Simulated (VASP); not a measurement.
# H18CO10 in VASP: further runs

The runs below take H18CO10 through single point, with LDA.

All numbers are computed with VASP 6.6.1; they aren't measurements. Logs are shortened: lines on timing, memory, paths and dates and some standing lists are left out, and cuts for length are marked.

### Step 1. The cell of the first run

The cell holds an amorphous packing of atoms, 29 atoms: a = 6.933 Å, b = 6.933 Å, c = 6.933 Å, α = 90.00°, β = 90.00°, γ = 90.00°.

### Step 2. Single point, LDA

The input, INCAR:

```
PREC     = Accurate       # precision mode
ENCUT    = 910            # plane-wave cutoff, eV
EDIFF    = 1E-6           # SCF threshold, eV
ISMEAR   = -1             # smearing method
SIGMA    = 0.05           # smearing width, eV
LREAL    = Auto         
LASPH    = T              # aspherical terms in the spheres
NELM     = 120            # most SCF steps
ALGO     = Normal         # electronic algorithm
ISIF     = 2              # what is computed and relaxed
LWAVE    = F              # write WAVECAR
LCHARG   = F              # write CHGCAR
GGA      = CA             # functional
NBANDS   = 61             # bands
GGA_COMPAT= F
```

The input, KPOINTS:

```
regular mesh
0
Gamma
  1 1 1
```

The input, POSCAR:

```
H18CO10
1.0
    6.9333820000      0.0000000000      0.0000000000
    0.0000000000      6.9333820000      0.0000000000
    0.0000000000      0.0000000000      6.9333820000
O H C
10 18 1
Direct
    0.9044215363      0.2705173319      1.0081948463
    0.7378073212      1.0266562552      0.6956922322
    0.5873324158      0.7267881677      0.4582900524
    0.9104791861      0.2202676847      0.3646993632
    0.1108838371      0.4751360880      0.4827802651
    0.2811037961      0.1830419844     -0.0714225756
    0.3520215675      0.8477103959      0.7073748425
    0.9797383153      0.7384275091      0.6648126412
    0.4617804125      0.5024676269      0.8453594508
    0.6224956306      0.6614809338      1.0801222261
    0.8414796704      0.1626046279      0.9244406265
    1.0528339561      0.2326570208      0.9931516827
    0.6140293438      0.9659499505      0.7312737132
    0.8329124228      0.9158589560      0.6798990738
    0.7135767220      0.7060190828      0.5229049835
    0.6065726654      0.7221295466      0.3153439404
    0.8298114831      0.1573835107      0.4649101982
    0.8829601485      0.2363925715      0.2160850217
    0.2484213332      0.4682995975      0.4917369330
    0.0261921238      0.3414783723      0.4363382834
    0.3365889836      0.2921662184     -0.1399317101
    0.3155891310      0.0659562678     -0.1477778089
    0.2089744947      0.8436286938      0.6833173190
    0.4317517771      0.8343547204      0.5827891785
    1.0495599406      0.6120389732      0.5749430797
    0.9626615121      0.6793942696      0.7927444355
    0.4311027432      0.6374811023      0.7827204674
    0.5903035488      0.3624205330      1.0489974445
    0.5609960622      0.5149002320      1.0061467838
```

Potentials or basis: VASP PAW LDA potentials, release 64 (O_h, H_h, C_h).

Command:

```console
$ cat potpaw_LDA.64/O_h/POTCAR potpaw_LDA.64/H_h/POTCAR potpaw_LDA.64/C_h/POTCAR > POTCAR
$ mpirun -np 1 vasp_gam > vasp.out
```

OUTCAR:

```text
PREC = Accurate
   ENCUT = 910
   EDIFF = 1E-6
   ISMEAR = -1
   LREAL = Auto
   LASPH = T
   NELM = 120
   ISIF = 2
   GGA = CA

 ion  position               nearest neighbor table
   1  0.904  0.271  0.008-  11 1.04  12 1.07
   2  0.738  0.027  0.696-  13 0.99  14 1.02
   3  0.587  0.727  0.458-  15 0.99  16 1.00
   4  0.910  0.220  0.365-  17 0.99  18 1.05
   5  0.111  0.475  0.483-  19 0.96  20 1.14
   6  0.281  0.183  0.929-  21 0.97  22 1.00
   7  0.352  0.848  0.707-  23 1.01  24 1.03
   8  0.980  0.738  0.665-  26 0.98  25 1.18
   9  0.462  0.502  0.845-  27 1.05  29 1.31
  10  0.622  0.661  0.080-  29 1.22
  11  0.841  0.163  0.924-   1 1.04
  12  0.053  0.233  0.993-   1 1.07
  13  0.614  0.966  0.731-   2 0.99
  14  0.833  0.916  0.680-   2 1.02
  15  0.714  0.706  0.523-   3 0.99
[... 11 lines left out ...]
  27  0.431  0.637  0.783-   9 1.05
  28  0.590  0.362  0.049-  29 1.12
  29  0.561  0.515  0.006-  28 1.12  10 1.22   9 1.31

  LATTYP: Found a simple cubic cell.
 ALAT       =     6.9333820000

  Lattice vectors:

 A1 = (   6.9333820000,   0.0000000000,   0.0000000000)
 A2 = (   0.0000000000,   6.9333820000,   0.0000000000)
 A3 = (   0.0000000000,   0.0000000000,   6.9333820000)

Analysis of symmetry for initial positions (statically):
=====================================================================
 Subroutine PRICEL returns:
 Original cell was already a primitive cell.

 Routine SETGRP: Setting up the symmetry group for a
 simple cubic supercell.

 Subroutine GETGRP returns: Found  1 space group operations
 (whereof  1 operations were pure point group operations)
 out of a pool of 48 trial point group operations.

The static configuration has the point symmetry C_1 .

Analysis of symmetry for dynamics (positions and initial velocities):
=====================================================================
 Subroutine PRICEL returns:
 Original cell was already a primitive cell.

 Routine SETGRP: Setting up the symmetry group for a
 simple cubic supercell.

 Subroutine GETGRP returns: Found  1 space group operations
 (whereof  1 operations were pure point group operations)
 out of a pool of 48 trial point group operations.

The dynamic configuration has the point symmetry C_1 .

 Subroutine INISYM returns: Found  1 space group operations
 (whereof  1 operations are pure point group operations),
 and found     1 'primitive' translations

----------------------------------------------------------------------------------------

                                     Primitive cell

  volume of cell :     333.3001

  direct lattice vectors                    reciprocal lattice vectors
     6.933382000  0.000000000  0.000000000     0.144229757  0.000000000  0.000000000
     0.000000000  6.933382000  0.000000000     0.000000000  0.144229757  0.000000000
     0.000000000  0.000000000  6.933382000     0.000000000  0.000000000  0.144229757

  length of vectors
     6.933382000  6.933382000  6.933382000     0.144229757  0.144229757  0.144229757

  position of ions in fractional coordinates (direct lattice)
     0.904421536  0.270517332  0.008194846
     0.737807321  0.026656255  0.695692232
     0.587332416  0.726788168  0.458290052
     0.910479186  0.220267685  0.364699363
     0.110883837  0.475136088  0.482780265
     0.281103796  0.183041984  0.928577424
[... 21 lines left out ...]
     0.590303549  0.362420533  0.048997445
     0.560996062  0.514900232  0.006146784

  ion indices of the primitive-cell ions
   primitive index   ion index
                 1           1
                 2           2
                 3           3
                 4           4
                 5           5
                 6           6
[... 21 lines left out ...]
                28          28
                29          29

----------------------------------------------------------------------------------------

 KPOINTS: regular mesh

Automatic generation of k-mesh.
 Grid dimensions read from file:
 generate k-points for:    1    1    1

 Generating k-lattice:

  Cartesian coordinates                     Fractional coordinates (reciprocal lattice)
     0.144229757  0.000000000  0.000000000     1.000000000  0.000000000  0.000000000
     0.000000000  0.144229757  0.000000000     0.000000000  1.000000000  0.000000000
     0.000000000  0.000000000  0.144229757     0.000000000  0.000000000  1.000000000

  Length of vectors
     0.144229757  0.144229757  0.144229757

  Shift w.r.t. Gamma in fractional coordinates (k-lattice)
     0.000000000  0.000000000  0.000000000

 Subroutine IBZKPT returns following result:
 ===========================================

 Found      1 irreducible k-points:

 Following reciprocal coordinates:
            Coordinates               Weight
  0.000000  0.000000  0.000000      1.000000
   k-points           NKPTS =      1   k-points in BZ     NKDIM =      1   number of bands    NBANDS=     61
   number of dos      NEDOS =    301   number of ions     NIONS =     29
   total plane-waves  NPLWV = 343000
   dimension x,y,z NGX =    70 NGY =   70 NGZ =   70
   dimension x,y,z NGXF=   140 NGYF=  140 NGZF=  140
   ions per type =              10  18   1
   NGX,Y,Z   is equivalent  to a cutoff of  16.78, 16.78, 16.78 a.u.
   NGXF,Y,Z  is equivalent  to a cutoff of  33.57, 33.57, 33.57 a.u.
 SYSTEM =  unknown system
   PREC   = accura    normal or accurate (medium, high low for compatibility)
   ISTART =      0    job   : 0-new  1-cont  2-samecut
   ICHARG =      2    charge: 1-file 2-atom 10-const
   ISPIN  =      1    spin polarized calculation?
   LNONCOLLINEAR =      F non collinear calculations
   LSORBIT =      F    spin-orbit coupling
   LASPH  =      T    aspherical Exc in radial PAW
   ENCUT  =  910.0 eV  66.88 Ry    8.18 a.u.  17.05 17.05 17.05*2*pi/ulx,y,z
   NELM   =    120;   NELMIN=  2; NELMDL= -5     # of ELM steps
   EDIFF  = 0.1E-05   stopping-criterion for ELM
   LREAL  =      T    real-space projection
   EDIFFG = 0.1E-04   stopping-criterion for IOM
   NSW    =      0    number of steps for IOM
   IBRION =     -1    ionic relax: 0-MD 1-quasi-New 2-CG
   NFREE  =      0    steps in history (QN), initial steepest desc. (CG)
   ISIF   =      2    stress and relaxation
   ISYM   =      2    0-nonsym 1-usesym 2-fastsym
   POTIM  = 0.5000    time-step for ionic-motion
   TEBEG  =    0.0;   TEEND  =   0.0 temperature during run
   PSTRESS=    0.0 pullay stress
   NELECT =      82.0000    total number of electrons
   NUPDOWN=      -1.0000    fix difference up-down
   EMIN   =  10.00;   EMAX   =-10.00  energy-range for DOS
   EFERMI =   0.00;   METHOD = LEGACY
   ISMEAR =    -1;   SIGMA  =   0.05  broadening in eV -4-tet -1-fermi 0-gaus
   EFERMI_NEDOS =   21; number of points for ismear=-14 and -15
   IALGO  =     38    algorithm
   IMIX   =      4    mixing-type and parameters
     AMIX     =   0.40;   BMIX     =  1.00
     AMIX_MAG =   1.60;   BMIX_MAG =  1.00
  volume/ion in A,a.u.               =      11.49        77.56
  Fermi-wavevector in a.u.,A,eV,Ry     =   1.025812  1.938503 14.317270  1.052290
  Thomas-Fermi vector in A             =   2.159672
   LORBIT       =      0    0 simple, 1 ext, 2 COOP (PROOUT), +10 PAW based schemes
   GGA     = CA    functional components
   LHFCALC =     F    Hartree Fock is set to
   AEXX    =    0.0000 exact exchange contribution
   IVDW    =     0    specifies the selected vdW correction
   LEPSILON=     F    determine dielectric tensor
   LRPA    =     F    only Hartree local field effects (RPA)
 non-spin polarized calculation
  energy-cutoff  :      910.00
  volume of cell :      333.30
 maximum number of plane-waves:     10360
 NGX is ok and might be reduce to    70
   NGX = 35   NGY = 35   NGZ = 35

 number of electron      82.0000001 magnetization

 Free energy of the ion-electron system (eV)
  ---------------------------------------------------
  ext. energy  EPLUGINS =         0.00000000
  ---------------------------------------------------
  free energy    TOTEN  =      -157.42652478 eV

  energy without entropy =     -157.42652478  energy(sigma->0) =     -157.42652478

 E-fermi :  -2.6753     XC(G=0):  -6.8243

 val. band max:       -3.9126759923   @ k =   0.0000   0.0000   0.0000
 cond. band min:       1.1060680630   @ k =   0.0000   0.0000   0.0000
 fundamental gap:      5.0187440553
 Fermi energy:        -2.6752765579

 k-point     1 :       0.0000    0.0000    0.0000
  band No.  band energies     occupation
      1     -24.9172      2.00000
      2     -22.7669      2.00000
      3     -22.4130      2.00000
      4     -22.0739      2.00000
      5     -21.7469      2.00000
      6     -21.6042      2.00000
[... 45 lines left out ...]
     52       5.9884      0.00000
     53       6.0590      0.00000
 [bands above 53 left out]

------------------------ aborting loop because EDIFF is reached ----------------------------------------

  FORCE on cell =-STRESS in cart. coord.  units (eV):
  Direction    XX          YY          ZZ          XY          YZ          ZX
  --------------------------------------------------------------------------------------
  -------------------------------------------------------------------------------------
  Total       -5.2140651     -4.4105692     -4.4706543      0.1626386     -0.7087049      0.5198581
  in kB      -25.0640728    -21.2016588    -21.4904884      0.7818057     -3.4067531      2.4989639
  external PRESSURE =     -22.5854067 kB  Pullay stress =       0.0000000 kB

 VOLUME and BASIS-vectors are now :
 -----------------------------------------------------------------------------
  energy-cutoff  :      910.00
  volume of cell :      333.30
      direct lattice vectors                 reciprocal lattice vectors
     6.933382000  0.000000000  0.000000000     0.144229757  0.000000000  0.000000000
     0.000000000  6.933382000  0.000000000     0.000000000  0.144229757  0.000000000
     0.000000000  0.000000000  6.933382000     0.000000000  0.000000000  0.144229757

 POSITION                                       TOTAL-FORCE (eV/Angst)
 -----------------------------------------------------------------------------------
      6.27070      1.87560      0.05682         0.959461     -2.025871     -0.912732
      5.11550      0.18482      4.82350         0.297567      0.155371      0.389719
      4.07220      5.03910      3.17750         0.088281     -0.130462      0.089596
      6.31270      1.52720      2.52860         0.449157      0.059988      0.744100
      0.76880      3.29430      3.34730        -0.323624      0.218499      0.100354
      1.94900      1.26910      6.43818        -0.512834     -0.922823      0.232022
[... 21 lines left out ...]
      4.09280      2.51280      0.33972         0.061923      0.278991      0.693726
      3.88960      3.57000      0.04262         0.589575     -0.464920     -0.219566
 -----------------------------------------------------------------------------------
    total drift:                                0.000761     -0.002794     -0.001784

  FREE ENERGIE OF THE ION-ELECTRON SYSTEM (eV)
  ---------------------------------------------------
  free  energy   TOTEN  =      -157.4265247756 eV

  energy  without entropy=     -157.4265247756  energy(sigma->0) =     -157.42652478
```

It took 33 s on 1 thread of AMD EPYC 9R45 (Zen 5), shared host; peak memory 0.46 GiB.

Results:

```yaml
Free_energy: -157.4265 eV
Pressure: -2.3 GPa
Largest_force: 2.420 eV/Å
Band_gap_on_the_k_mesh: 5.02 eV
```

Forces in eV/Å, atoms in the order of the input:
```
O    0.959 -2.026 -0.913
O    0.298  0.155  0.390
O    0.088 -0.130  0.090
O    0.449  0.060  0.744
O   -0.324  0.218  0.100
O   -0.513 -0.923  0.232
O    0.561  0.077  0.154
O   -0.018  0.028  0.430
O   -0.188  1.314 -0.702
O   -0.400 -0.226 -0.203
H    0.498  1.323  0.585
H   -1.223  0.467 -0.168
H    0.206  0.312 -0.095
H   -0.017  0.080  0.018
H   -0.141  0.112 -0.384
H    0.147 -0.208  0.159
H   -0.304 -0.070 -0.529
H   -0.180 -0.276  0.168
H    0.807 -0.272 -0.083
H   -0.210  0.203 -0.306
H    0.185  0.550 -0.274
H   -0.130  0.124  0.168
H   -0.149 -0.438 -0.205
H   -0.337 -0.270  0.005
H   -0.448 -0.059 -0.078
H    0.001  0.123 -0.225
H   -0.269 -0.062  0.447
H    0.062  0.279  0.694
C    0.590 -0.465 -0.220
```

Caveat: the k points lie up to 0.91 Å⁻¹ apart; the cutoff is under 1.25 times the usual one of these potentials, so pressure, stress and relaxed cells hold a basis-set (Pulay) error.

### Step 3. Single point, LDA

This run uses another cell than the first one, of 10.00 Å³/atom, 0.870 times its volume.

The input, INCAR:

```
ALGO     = Normal         # electronic algorithm
EDIFF    = 1E-6           # SCF threshold, eV
ENCUT    = 910            # plane-wave cutoff, eV
GGA      = CA             # functional
GGA_COMPAT= F            
ISIF     = 2              # what is computed and relaxed
ISMEAR   = -1             # smearing method
LASPH    = T              # aspherical terms in the spheres
LCHARG   = T              # write CHGCAR
LELF     = T              # ELF
LREAL    = Auto         
LVHAR    = T            
LWAVE    = F              # write WAVECAR
NBANDS   = 61             # bands
NELM     = 120            # most SCF steps
PREC     = Accurate       # precision mode
SIGMA    = 0.05           # smearing width, eV
```

The input, KPOINTS:

```
k-points
0
Gamma
  1 1 1
```

The input, POSCAR:

```
H18CO10
1.0
    6.5662960000      0.0000000000      0.0000000000
    0.0000000000      6.6988300000      0.0000000000
    0.0000000000      0.0000000000      6.5933600000
O H C
10 18 1
Direct
    0.8506013131      0.2152614710      0.9663661623
    0.7567279940      1.0115348501      0.6299671184
    0.5211918561      0.6920910069      0.4408829489
    0.8825523552      0.2316374650      0.3179714137
    0.1274538949      0.4957283585      0.4373945909
    0.2316222114      0.2130819860     -0.1013595496
    0.3004585843      0.8642404718      0.7106846888
    0.9531248667      0.7089148404      0.7405784001
    0.4947233570      0.5328691727      0.8416497810
    0.6463156702      0.7125871234      1.0892776976
    0.7782165166      0.1266340540      0.8626254292
    0.9988127249      0.2151719032      0.9476048631
    0.6205324889      0.9809026352      0.5686175182
    0.8441897837      0.8873191289      0.6467567371
    0.6200756104      0.6205710549      0.5322475945
    0.5918709726      0.6934195972      0.2983607751
    0.8511800260      0.1502650463      0.4338152323
    0.8389965972      0.1946608587      0.1249893833
    0.2619894077      0.5621727973      0.3986131502
   -0.0354080900      0.3399847436      0.3690076077
    0.3169975889      0.3409401343     -0.1089429365
    0.2686902936      0.1184087370     -0.2089829768
    0.0958683556      0.7804347923      0.7451132655
    0.3545073204      0.8136495478      0.5816609437
    1.0649535141      0.5514097238      0.5641888203
    0.8835118003      0.6737594475      0.8724383319
    0.3785239045      0.7753294232      0.7988188117
    0.5351875700      0.4182670705      1.1268761299
    0.5581228748      0.5549924390      1.0171293544
```

Potentials or basis: VASP PAW LDA potentials, release 64 (O_h, H_h, C_h).

Command:

```console
$ cat potpaw_LDA.64/O_h/POTCAR potpaw_LDA.64/H_h/POTCAR potpaw_LDA.64/C_h/POTCAR > POTCAR
$ mpirun -np 1 vasp_gam > vasp.out
```

It took 45 s on 1 thread of AMD EPYC 9R45 (Zen 5), shared host; peak memory 0.47 GiB.

The run converged. Its results:

```yaml
Free_energy: -157.6951 eV
Pressure: -0.9 GPa
Largest_force: 2.408 eV/Å
Band_gap_on_the_k_mesh: 4.83 eV
```

Forces on the atoms (eV/Å):
```
O   -2.095 -0.254 -0.868
O   -0.809  1.088 -0.243
O    0.722 -0.679  0.588
O   -1.110 -0.716 -0.968
O    0.681  0.469 -0.163
O    0.057  1.257  0.485
O   -0.851  0.817  0.349
O   -0.206 -0.402  0.213
O   -0.415  0.150 -0.187
O   -0.694 -1.854 -1.016
H    0.426  0.102 -0.083
H    2.224  0.012 -0.923
H    1.065 -0.338  0.485
H   -0.551 -0.532  0.271
H   -1.057  0.461 -0.352
H   -0.070  0.471 -0.020
H   -0.628 -1.216  1.247
H   -0.092  0.191  0.858
H   -1.063 -0.570  0.895
H    1.589  1.570 -0.026
H   -0.443 -1.081 -0.585
H    0.297 -0.134 -0.023
H   -0.314 -0.316  0.422
H    0.441 -0.305 -1.141
H    0.481  0.277 -0.288
H    0.682  0.626 -0.707
H    0.643 -0.538  0.742
H    0.198  1.081 -0.499
C    0.889  0.366  1.539
```

Stress tensor (GPa, compression positive):
```
-1.79 -1.00  0.21
-1.00 -1.88  0.02
 0.21  0.02  1.10
```

Levels at points of the mesh, in eV from the valence-band top:
```
           k point  band 37  band 38  band 39  band 40  band 41  band 42  band 43  band 44  band 45  band 46
(0.00, 0.00, 0.00)    -0.70    -0.55    -0.22    -0.22     0.00     4.83     5.40     7.18     7.86     8.22
```

Caveat: the k points lie up to 0.96 Å⁻¹ apart; the cutoff is under 1.25 times the usual one of these potentials, so pressure, stress and relaxed cells hold a basis-set (Pulay) error.
